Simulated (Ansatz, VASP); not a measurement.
## KCl in VASP and in Ansatz

File INCAR:

```
ALGO = Normal
EDIFF = 1E-8
ENCUT = 520
GGA = PE
ISIF = 2
ISMEAR = -1
LASPH = T
LCHARG = F
LEFG = T
LREAL = F
LWAVE = F
NBANDS = 15
NELM = 60
PREC = Accurate
SIGMA = 0.05
```

The input KPOINTS:

```
k-points
0
Gamma
  13 13 13
```

POSCAR

```
KCl
1.0
    0.0000000000      3.2314284839      3.2314284839
    3.2314284839      0.0000000000      3.2314284839
    3.2314284839      3.2314284839      0.0000000000
K Cl
1 1
Direct
    0.0000000000      0.0000000000      0.0000000000
    0.5000000000      0.5000000000      0.5000000000
```

Input for Ansatz:

```yaml
crystal:
  lattice:
    - [0.0, 3.2314284839, 3.2314284839]
    - [3.2314284839, 0.0, 3.2314284839]
    - [3.2314284839, 3.2314284839, 0.0]
  atoms:
    - { symbol: K, position: [0.0, 0.0, 0.0] }
    - { symbol: Cl, position: [0.5, 0.5, 0.5] }
kpoints:
  mp_grid: { grid: [13, 13, 13] }
scf:
  occupations: { method: fermi_dirac, width: 0.05 }
hamiltonian:
  xc: pbe
  pseudopotentials: { kind: paw }
output:
  forces: true
  stress: true
  eigenvalues: true
  efg: { contact_densities: true }
```

Change from the starting cell: volume scaled by 1.04, PAW files.

Alike in both runs: task electric field gradients; functional PBE; k mesh 13 × 13 × 13; occupations fermi-dirac, width 0.05 eV; no spin polarisation.

|  | VASP | Ansatz |
| --- | --- | --- |
| version | VASP 6.6.1 | Ansatz 0.2.0 |
| potentials or method | VASP PAW PBE potentials, release 64 (K_sv, Cl) | PAW with Ansatz's default frozen-core files, scalar-relativistic |
| plane-wave cutoff (eV) | 520 | 420 |
| valence electrons in the cell | 16 | 16 |

|  | VASP | Ansatz | Ansatz less VASP |
| --- | --- | --- | --- |
| gap on the k mesh at the Fermi level (eV) | 4.92 | 4.92 | +0.001 |
| pressure (GPa) | -0.6 | -0.6 | -0.01 |
